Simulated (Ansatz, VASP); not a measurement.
## WS2 in VASP and in Ansatz

```
W S
1.0
     1.57853    0.91136    6.03892
    -1.57853    0.91136    6.03892
     0.00000   -1.82273    6.03892
W S
1 2
Cartesian
  0.0000 0.0000 -0.0119
  0.0000 0.0000 13.6381
  0.0000 0.0000 10.4926
```

Alike in both runs: functional PBE; dispersion D3(BJ); k mesh 12 × 12 × 12; occupations gaussian, width 0.02 eV; no spin polarisation.

Ansatz relaxed the structure, and its values are those at the end. VASP's run is a single point on that final structure, the one shown.

```csv
,VASP,Ansatz
version,VASP 6.6.1,Ansatz 0.2.0
potentials or method,"VASP PAW PBE potentials, release 64 (W_sv, S), cutoff 520 eV","scalar-relativistic, plane waves, PAW"
valence electrons in the cell,26,26
```

|  | VASP | Ansatz | Ansatz less VASP |
| --- | --- | --- | --- |
| gap on the k mesh at the Fermi level (eV) | 0.93 | 0.91 | -0.018 |
| least direct gap on the mesh (eV) | 1.92 | 1.92 | -0.004 |
| pressure (GPa) | 0.0 | 0.0 | +0.04 |

Spin-orbit coupling is off throughout.
